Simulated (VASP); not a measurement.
# ZrPdSe4 (P6/mmm) in VASP: further runs

ZrPdSe4 is run at these levels: PBE; tasks: single point, relaxation of cell and atoms.

Program: VASP 6.6.1. These are calculated values, not measurements. Logs are shortened: lines on timing, memory, paths and dates and some standing lists are left out, and cuts for length are marked.

## Step 1: The cell of the first run

The structure is hexagonal, space group P6/mmm (No. 191). The conventional cell has a = 4.928 Å, b = 4.928 Å, c = 5.745 Å, α = 90.00°, β = 90.00°, γ = 120.00°. Zr (site symmetry 6/mmm) has 2 Pd at 2.87 Å and 12 Se at 3.13 Å within 3.8 Å. Within 3.8 Å of Pd (site symmetry 6/mmm) lie 2 Zr at 2.87 Å and 12 Se at 3.25 Å. Se (site symmetry 3m) has 5 Se at 2.59 to 3.16 Å and 3 Zr at 3.13 Å and 3 Pd at 3.25 Å within 3.4 Å.

The cell was built from a structure type or drawn by symmetry, and may not be a known phase.

## Step 2: Single point, PBE

INCAR

```
SYSTEM = ZrPdSe4
PREC = Accurate
ENCUT = 520
EDIFF = 1E-6
ISMEAR = 0
SIGMA = 0.1
LREAL = .False.
LASPH = .True.
NELM = 60
ALGO = Normal
ISIF = 2
LWAVE = .False.
LCHARG = .True.
GGA = PE
LELF = .True.
LVHAR = .True.
NBANDS = 32
```

KPOINTS

```
Automatic mesh
0
Gamma
  6 6 4
  0 0 0
```

POSCAR

```
ZrPdSe4
1.0
    4.9279337857      0.0000000000      0.0000000000
   -2.4639668928      4.2677158466      0.0000000000
    0.0000000000      0.0000000000      5.7454763836
Zr Pd Se
1 1 4
Direct
    0.0000000000      0.0000000000      0.0000000000
    0.0000000000      0.0000000000      0.5000000000
    0.3333333333      0.6666666667      0.7747970275
    0.3333333333      0.6666666667      0.2252029725
    0.6666666667      0.3333333333      0.7747970275
    0.6666666667      0.3333333333      0.2252029725
```

Potentials or basis: VASP PAW PBE potentials, release 64 (Zr_sv, Pd, Se).

Started as:

```console
$ cat potpaw_PBE.64/Zr_sv/POTCAR potpaw_PBE.64/Pd/POTCAR potpaw_PBE.64/Se/POTCAR > POTCAR
$ mpirun -np 1 vasp_std > vasp.out
```

OUTCAR:

```text
SYSTEM = ZrPdSe4
   PREC = Accurate
   ENCUT = 520
   EDIFF = 1E-6
   ISMEAR = 0
   LREAL = .False.
   LASPH = .True.
   NELM = 60
   ISIF = 2
   GGA = PE

 ion  position               nearest neighbor table
   1  0.000  0.000  0.000-   2 2.87   2 2.87   4 3.13   5 3.13   6 3.13   3 3.13   3 3.13   4 3.13
                             5 3.13   6 3.13   5 3.13   6 3.13   3 3.13   4 3.13
   2  0.000  0.000  0.500-   1 2.87   1 2.87
   3  0.333  0.667  0.775-   4 2.59   1 3.13   1 3.13   1 3.13
   4  0.333  0.667  0.225-   3 2.59   1 3.13   1 3.13   1 3.13
   5  0.667  0.333  0.775-   6 2.59   1 3.13   1 3.13   1 3.13
   6  0.667  0.333  0.225-   5 2.59   1 3.13   1 3.13   1 3.13

  LATTYP: Found a hexagonal cell.
 ALAT       =     4.9279337857
 C/A-ratio  =     1.1658996718

  Lattice vectors:

 A1 = (   4.9279337857,   0.0000000000,   0.0000000000)
 A2 = (  -2.4639668928,   4.2677158466,   0.0000000000)
 A3 = (   0.0000000000,   0.0000000000,   5.7454763836)

Analysis of symmetry for initial positions (statically):
=====================================================================
 Subroutine PRICEL returns:
 Original cell was already a primitive cell.

 Routine SETGRP: Setting up the symmetry group for a
 hexagonal supercell.

 Subroutine GETGRP returns: Found 24 space group operations
 (whereof 24 operations were pure point group operations)
 out of a pool of 24 trial point group operations.

The static configuration has the point symmetry D_6h.

Analysis of symmetry for dynamics (positions and initial velocities):
=====================================================================
 Subroutine PRICEL returns:
 Original cell was already a primitive cell.

 Routine SETGRP: Setting up the symmetry group for a
 hexagonal supercell.

 Subroutine GETGRP returns: Found 24 space group operations
 (whereof 24 operations were pure point group operations)
 out of a pool of 24 trial point group operations.

The dynamic configuration has the point symmetry D_6h.

 Subroutine INISYM returns: Found 24 space group operations
 (whereof 24 operations are pure point group operations),
 and found     1 'primitive' translations

----------------------------------------------------------------------------------------

                                     Primitive cell

  volume of cell :     120.8332

  direct lattice vectors                    reciprocal lattice vectors
     4.927933786  0.000000000  0.000000000     0.202924804  0.117158690  0.000000000
    -2.463966893  4.267715847  0.000000000     0.000000000  0.234317381  0.000000000
     0.000000000  0.000000000  5.745476384     0.000000000  0.000000000  0.174049971

  length of vectors
     4.927933786  4.927933786  5.745476384     0.234317381  0.234317381  0.174049971

  position of ions in fractional coordinates (direct lattice)
     0.000000000  0.000000000  0.000000000
     0.000000000  0.000000000  0.500000000
     0.333333333  0.666666667  0.774797028
     0.333333333  0.666666667  0.225202972
     0.666666667  0.333333333  0.774797028
     0.666666667  0.333333333  0.225202972

  ion indices of the primitive-cell ions
   primitive index   ion index
                 1           1
                 2           2
                 3           3
                 4           4
                 5           5
                 6           6

----------------------------------------------------------------------------------------

 KPOINTS: Automatic mesh

Automatic generation of k-mesh.
 Grid dimensions read from file:
 generate k-points for:    6    6    4

 Generating k-lattice:

  Cartesian coordinates                     Fractional coordinates (reciprocal lattice)
     0.033820801  0.019526448  0.000000000     0.166666667  0.000000000  0.000000000
     0.000000000  0.039052897  0.000000000     0.000000000  0.166666667  0.000000000
     0.000000000  0.000000000  0.043512493     0.000000000  0.000000000  0.250000000

  Length of vectors
     0.039052897  0.039052897  0.043512493

  Shift w.r.t. Gamma in fractional coordinates (k-lattice)
     0.000000000  0.000000000  0.000000000

 Subroutine IBZKPT returns following result:
 ===========================================

 Found     21 irreducible k-points:

 Following reciprocal coordinates:
            Coordinates               Weight
  0.000000  0.000000  0.000000      1.000000
  0.166667  0.000000  0.000000      6.000000
  0.333333  0.000000  0.000000      6.000000
  0.500000  0.000000  0.000000      3.000000
  0.166667  0.166667  0.000000      6.000000
  0.333333  0.166667  0.000000     12.000000
[... 13 lines left out ...]
  0.333333  0.166667  0.500000     12.000000
  0.333333  0.333333  0.500000      2.000000
   k-points           NKPTS =     21   k-points in BZ     NKDIM =     21   number of bands    NBANDS=     32
   number of dos      NEDOS =    301   number of ions     NIONS =      6
   total plane-waves  NPLWV =  76800
   dimension x,y,z NGX =    40 NGY =   40 NGZ =   48
   dimension x,y,z NGXF=    80 NGYF=   80 NGZF=   96
   ions per type =               1   1   4
   NGX,Y,Z   is equivalent  to a cutoff of  13.49, 13.49, 13.89 a.u.
   NGXF,Y,Z  is equivalent  to a cutoff of  26.99, 26.99, 27.78 a.u.
 SYSTEM =  ZrPdSe4
   PREC   = accura    normal or accurate (medium, high low for compatibility)
   ISTART =      0    job   : 0-new  1-cont  2-samecut
   ICHARG =      2    charge: 1-file 2-atom 10-const
   ISPIN  =      1    spin polarized calculation?
   LNONCOLLINEAR =      F non collinear calculations
   LSORBIT =      F    spin-orbit coupling
   LASPH  =      T    aspherical Exc in radial PAW
   ENCUT  =  520.0 eV  38.22 Ry    6.18 a.u.   9.16  9.16 10.68*2*pi/ulx,y,z
   NELM   =     60;   NELMIN=  2; NELMDL= -5     # of ELM steps
   EDIFF  = 0.1E-05   stopping-criterion for ELM
   LREAL  =      F    real-space projection
   EDIFFG = 0.1E-04   stopping-criterion for IOM
   NSW    =      0    number of steps for IOM
   IBRION =     -1    ionic relax: 0-MD 1-quasi-New 2-CG
   NFREE  =      0    steps in history (QN), initial steepest desc. (CG)
   ISIF   =      2    stress and relaxation
   ISYM   =      2    0-nonsym 1-usesym 2-fastsym
   POTIM  = 0.5000    time-step for ionic-motion
   TEBEG  =    0.0;   TEEND  =   0.0 temperature during run
   PSTRESS=    0.0 pullay stress
   NELECT =      46.0000    total number of electrons
   NUPDOWN=      -1.0000    fix difference up-down
   EMIN   =  10.00;   EMAX   =-10.00  energy-range for DOS
   EFERMI =   0.00;   METHOD = LEGACY
   ISMEAR =     0;   SIGMA  =   0.10  broadening in eV -4-tet -1-fermi 0-gaus
   EFERMI_NEDOS =   21; number of points for ismear=-14 and -15
   IALGO  =     38    algorithm
   IMIX   =      4    mixing-type and parameters
     AMIX     =   0.40;   BMIX     =  1.00
     AMIX_MAG =   1.60;   BMIX_MAG =  1.00
  volume/ion in A,a.u.               =      20.14       135.90
  Fermi-wavevector in a.u.,A,eV,Ry     =   1.186493  2.242147 19.153826  1.407766
  Thomas-Fermi vector in A             =   2.322665
   LORBIT       =      0    0 simple, 1 ext, 2 COOP (PROOUT), +10 PAW based schemes
   GGA     = PE    functional components
   LHFCALC =     F    Hartree Fock is set to
   AEXX    =    0.0000 exact exchange contribution
   IVDW    =     0    specifies the selected vdW correction
   LEPSILON=     F    determine dielectric tensor
   LRPA    =     F    only Hartree local field effects (RPA)
 non-spin polarized calculation
 Gauss-broadening in eV      SIGMA  =   0.10
  energy-cutoff  :      520.00
  volume of cell :      120.83
 maximum number of plane-waves:      3268
 NGX is ok and might be reduce to    40
   NGX = 19   NGY = 19   NGZ = 21

 number of electron      46.0000001 magnetization

 Free energy of the ion-electron system (eV)
  ---------------------------------------------------
  ext. energy  EPLUGINS =         0.00000000
  ---------------------------------------------------
  free energy    TOTEN  =       -27.56307787 eV

  energy without entropy =      -27.54184719  energy(sigma->0) =      -27.55246253

 E-fermi :   6.9552     XC(G=0): -10.8786

 val. band max:        6.9253396076   @ k =   0.0000   0.0000   0.0000
 cond. band min:       6.9881668326   @ k =   0.3333   0.0000   0.0000
 fundamental gap:      0.0628272250
 Fermi energy:         6.9552018084

 k-point     1 :       0.0000    0.0000    0.0000
  band No.  band energies     occupation
      1     -43.0230      2.00000
      2     -21.0051      2.00000
      3     -21.0008      2.00000
      4     -21.0008      2.00000
      5      -9.0544      2.00000
      6      -6.6141      2.00000
[... 24 lines left out ...]
     31      10.6444      0.00000
     32      11.4188      0.00000

 k-point     2 :       0.1667    0.0000    0.0000
  band No.  band energies     occupation
      1     -43.0229      2.00000
      2     -21.0048      2.00000
      3     -21.0044      2.00000
      4     -21.0015      2.00000
      5      -8.8973      2.00000
      6      -6.4990      2.00000
[... 24 lines left out ...]
     31      10.4519      0.00000
     32      11.8410      0.00000

 k-point     3 :       0.3333    0.0000    0.0000
  band No.  band energies     occupation
      1     -43.0228      2.00000
      2     -21.0128      2.00000
      3     -21.0030      2.00000
      4     -21.0030      2.00000
      5      -8.4780      2.00000
      6      -6.8223      2.00000
[... 24 lines left out ...]
     31      10.6671      0.00000
     32      11.1050      0.00000

 k-point     4 :       0.5000    0.0000    0.0000
  band No.  band energies     occupation
      1     -43.0227      2.00000
      2     -21.0168      2.00000
      3     -21.0037      2.00000
      4     -21.0024      2.00000
      5      -8.1056      2.00000
      6      -7.2893      2.00000
[... 549 lines left out ...]
     31      10.5770      0.00000
     32      11.8408      0.00000

 k-point    20 :       0.3333    0.1667    0.5000
  band No.  band energies     occupation
      1     -43.0223      2.00000
      2     -21.0147      2.00000
      3     -21.0115      2.00000
      4     -21.0061      2.00000
      5      -7.8084      2.00000
      6      -6.9152      2.00000
[... 24 lines left out ...]
     31       9.6409      0.00000
     32      10.5526      0.00000

 k-point    21 :       0.3333    0.3333    0.5000
  band No.  band energies     occupation
      1     -43.0223      2.00000
      2     -21.0116      2.00000
      3     -21.0116      2.00000
      4     -21.0111      2.00000
      5      -7.3737      2.00000
      6      -7.3737      2.00000
[... 24 lines left out ...]
     31       9.3213      0.00000
     32       9.6034      0.00000

------------------------ aborting loop because EDIFF is reached ----------------------------------------

  FORCE on cell =-STRESS in cart. coord.  units (eV):
  Direction    XX          YY          ZZ          XY          YZ          ZX
  --------------------------------------------------------------------------------------
  -------------------------------------------------------------------------------------
  Total        0.1014523      0.1014523     -0.0421971      0.0000000     -0.0000000      0.0000000
  in kB        1.3451977      1.3451977     -0.5595089      0.0000000     -0.0000000      0.0000000
  external PRESSURE =       0.7102955 kB  Pullay stress =       0.0000000 kB

 VOLUME and BASIS-vectors are now :
 -----------------------------------------------------------------------------
  energy-cutoff  :      520.00
  volume of cell :      120.83
      direct lattice vectors                 reciprocal lattice vectors
     4.927933786  0.000000000  0.000000000     0.202924804  0.117158690  0.000000000
    -2.463966893  4.267715847  0.000000000     0.000000000  0.234317381  0.000000000
     0.000000000  0.000000000  5.745476384     0.000000000  0.000000000  0.174049971

 POSITION                                       TOTAL-FORCE (eV/Angst)
 -----------------------------------------------------------------------------------
      0.00000      0.00000      0.00000        -0.000000      0.000000      0.000000
      0.00000      0.00000      2.87274        -0.000000      0.000000      0.000000
     -0.00000      2.84514      4.45158        -0.000000      0.000000     -0.019135
     -0.00000      2.84514      1.29390        -0.000000      0.000000      0.019135
      2.46397      1.42257      4.45158         0.000000     -0.000000     -0.019135
      2.46397      1.42257      1.29390         0.000000     -0.000000      0.019135
 -----------------------------------------------------------------------------------
    total drift:                                0.000000     -0.000000      0.000000

  FREE ENERGIE OF THE ION-ELECTRON SYSTEM (eV)
  ---------------------------------------------------
  free  energy   TOTEN  =       -27.5630778715 eV

  energy  without entropy=      -27.5418471923  energy(sigma->0) =      -27.55246253
```

Wall time 42 s (1 thread of AMD EPYC 9R45 (Zen 5), shared host); peak memory 0.27 GiB.

What came out:

* Free energy: -27.5631 eV
* Pressure: 0.1 GPa
* Largest force: 0.019 eV/Å
* Band gap on the k mesh: zero (bands 23 and 24 overlap by 1.35 eV)

Forces in eV/Å, atoms in the order of the input:
```
Zr   0.000  0.000  0.000
Pd   0.000  0.000  0.000
Se   0.000  0.000 -0.019
Se   0.000  0.000  0.019
Se   0.000  0.000 -0.019
Se   0.000  0.000  0.019
```

Levels at points of the mesh, in eV from the Fermi level:
| k point | band 20 | band 21 | band 22 | band 23 | band 24 | band 25 | band 26 | band 27 |
| --- | --- | --- | --- | --- | --- | --- | --- | --- |
| (0.00, 0.00, 0.00) | -1.60 | -1.60 | -0.03 | -0.03 | 0.68 | 1.41 | 1.83 | 1.83 |
| (0.50, 0.00, 0.00) | -1.34 | -0.87 | -0.08 | 0.17 | 1.33 | 1.55 | 1.57 | 2.03 |
| (0.00, 0.00, 0.50) | -1.88 | -1.06 | -1.06 | -0.48 | -0.48 | 0.30 | 0.55 | 2.12 |
| (0.50, 0.00, 0.50) | -1.71 | -1.48 | -0.80 | -0.52 | -0.18 | 0.11 | 1.31 | 1.54 |

## Step 3: Relaxation of cell and atoms, PBE

This run uses another cell than the first one, of 21.10 Å³/atom.

INCAR

```
PREC = Accurate
ENCUT = 600
EDIFF = 1E-6
ISMEAR = 0
SIGMA = 0.1
LREAL = False
LASPH = True
NELM = 80
ALGO = Normal
ISIF = 3
LWAVE = False
LCHARG = False
GGA = PE
IBRION = 2
NSW = 90
EDIFFG = -0.04
```

KPOINTS

```
Automatic mesh
0
Gamma
  6 6 2
```

POSCAR

```
ZrPdSe4
1.0
    4.0894125600      0.0000000000      0.0000000000
   -2.0447062800      3.5415351600      0.0000000000
    0.0000000000      0.0000000000      8.7423174300
Zr Pd Se
1 1 4
Direct
    0.0000000000      0.0000000000      0.0000000000
    0.0000000000      0.0000000000      0.5000000000
    0.3333333300      0.6666666700      0.7407687300
    0.3333333300      0.6666666700      0.2592312700
    0.6666666700      0.3333333300      0.7407687300
    0.6666666700      0.3333333300      0.2592312700
```

Potentials or basis: VASP PAW PBE potentials, release 64 (Zr_sv, Pd, Se).

Started as:

```console
$ cat potpaw_PBE.64/Zr_sv/POTCAR potpaw_PBE.64/Pd/POTCAR potpaw_PBE.64/Se/POTCAR > POTCAR
$ mpirun -np 1 vasp_std > vasp.out
```

Wall time 13 min (1 thread of AMD EPYC 9R45 (Zen 5), shared host); peak memory 0.31 GiB.

Results (log left out):

| Property | Result |
| --- | --- |
| Free energy | -27.9907 eV |
| Relaxed volume | 19.94 Å³/atom |
| Relaxed cell | a = 4.933 Å, b = 4.933 Å, c = 5.678 Å, α = 90.00°, β = 90.00°, γ = 120.00° |
| Space group after relaxing (to 0.1 Å) | P6/mmm (No. 191) |
| Pressure after relaxing | -0.2 GPa |
| Largest force after relaxing | 0.030 eV/Å |
| Band gap on the k mesh | zero (bands 23 and 24 overlap by 1.35 eV) |

Forces on the atoms (eV/Å):
```
Zr   0.000  0.000  0.000
Pd   0.000  0.000  0.000
Se   0.000  0.000 -0.030
Se   0.000  0.000  0.030
Se   0.000  0.000 -0.030
Se   0.000  0.000  0.030
```

Stress tensor (GPa, compression positive):
```
-0.22  0.00  0.00
 0.00 -0.22  0.00
 0.00  0.00 -0.05
```

Final structure:
```
Zr Pd Se
1.0
     4.93307    0.00000    0.00000
    -2.46653    4.27216    0.00000
     0.00000    0.00000    5.67805
Zr Pd Se
1 1 4
Direct
  0.00000 0.00000 0.00000
  0.00000 0.00000 0.50000
  0.33333 0.66667 0.76870
  0.33333 0.66667 0.23130
  0.66667 0.33333 0.76870
  0.66667 0.33333 0.23130
```

Levels at points of the mesh, in eV from the Fermi level:
```tsv
k point	band 20	band 21	band 22	band 23	band 24	band 25	band 26	band 27
(0.00, 0.00, 0.00)	-1.61	-1.61	0.05	0.05	0.67	1.70	1.78	1.78
(0.50, 0.00, 0.00)	-1.35	-0.78	-0.02	0.29	1.40	1.65	1.69	2.03
(0.00, 0.00, 0.50)	-1.46	-1.06	-1.06	-0.35	-0.35	0.26	0.43	2.16
(0.50, 0.00, 0.50)	-1.73	-1.33	-0.63	-0.51	-0.27	0.11	1.38	1.47
```

Caveat: a cell axis changed by over 15 % at a fixed basis, so the end point is rough.
